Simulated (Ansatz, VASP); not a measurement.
**Two plane-wave programs on BN**

```
B N
1.0
    -0.05414    1.80481    1.80481
     1.80481   -0.05414    1.80481
     1.75067    1.75067    0.00000
B N
1 1
Direct
  0.00000 0.00000 0.00000
  0.75000 0.75000 0.75000
```

Change from the starting cell: strain -0.0600 x Voigt [0, 0, 0, 0, 0, 1], atoms carried along.

Alike in both runs: task single point; functional r2SCAN; k mesh 12 × 12 × 12; occupations gaussian, width 0.05 eV; no spin polarisation.

|  | VASP | Ansatz |
| --- | --- | --- |
| version | VASP 6.6.1 | Ansatz 0.2.0 |
| potentials or method | VASP PAW PBE potentials, release 64 (B, N), cutoff 520 eV | scalar-relativistic, plane waves, PAW |
| valence electrons in the cell | 8 | 8 |

VASP gave:

* gap on the k mesh at the Fermi level (eV): 4.63
* least direct gap on the mesh (eV): 8.62
* pressure (GPa): 2.9
* traceless stress, the component that is largest in VASP (GPa): 28.36
* rms of the force components (eV/Å): 0.038

Task: Which values does Ansatz return?

Result: gap on the k mesh at the Fermi level (eV): 4.65; least direct gap on the mesh (eV): 8.66; pressure (GPa): 1.8; traceless stress, the component that is largest in VASP (GPa): 28.19; rms of the force components (eV/Å): 0.030.

VASP's potentials were made for PBE, not for r2SCAN. Atom by atom the forces differ by 0.008 eV/Å (rms over components). The functional is the same, so the differences come from potentials, cutoffs and numerics.
